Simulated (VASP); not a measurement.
Wanted: the native input for a VASP 6.6.1 run.

| Property | Result |
| --- | --- |
| Task | single point |
| Functional | PBEsol |
| Potentials or basis | VASP PAW PBE potentials, release 64 (Al, Ni) |
| Cutoff | 520 eV |
| k mesh | 16 × 16 × 16 |
| Occupations | gaussian, width 0.15 eV |
| Spin | no spin polarisation |
| Dipole correction | no |
| Further INCAR settings | ALGO = Fast; EDIFF = 1e-07; NBANDS = 24 |

The structure of AlNi3 lies in POSCAR:

```
AlNi3
1.0
    0.0000000000      2.7532643518      2.8909275694
    2.7532643518      0.0000000000      2.8909275694
    2.7532643518      2.7532643518      0.0000000000
Al Ni
1 3
Direct
    0.5000000000      0.5000000000      0.5000000000
    0.2500000000      0.2500000000      0.2500000000
    0.0000000000      0.0000000000      0.0000000000
    0.7500000000      0.7500000000      0.7500000000
```

This cell differs from its parent crystal: ratio of the length along z to the lengths across it x 1.05, volume and fractional coordinates fixed.

One way to write it, as run:

INCAR

```
PREC     = Accurate       # precision mode
ENCUT    = 520            # plane-wave cutoff, eV
EDIFF    = 1E-7           # SCF threshold, eV
ISMEAR   = 0              # smearing method
SIGMA    = 0.15           # smearing width, eV
LREAL    = F              # projectors in reciprocal space
LASPH    = T              # aspherical terms in the spheres
NELM     = 60             # most SCF steps
ALGO     = Fast           # electronic algorithm
ISIF     = 2              # what is computed and relaxed
LWAVE    = F              # write WAVECAR
LCHARG   = F              # write CHGCAR
GGA      = PS             # functional
NBANDS   = 24             # bands
```

KPOINTS

```
regular mesh
0
Gamma
  16 16 16
```

Potentials or basis: VASP PAW PBE potentials, release 64 (Al, Ni).

The run is started by

```console
$ cat potpaw_PBE.64/Al/POTCAR potpaw_PBE.64/Ni/POTCAR > POTCAR
$ mpirun -np 1 vasp_std > vasp.out
```

It gave:

The pressure is 0.1 GPa. The band gap on the k mesh is zero (an odd number of electrons rules out a gap without spin polarisation).

Caveat: the PAW data sets were made with another functional, which shifts forces and pressure a little.

It took 4.9 min on 1 thread of Intel(R) Xeon(R) 6975P-C (Granite Rapids) (shared host), peak memory 0.4 GiB.
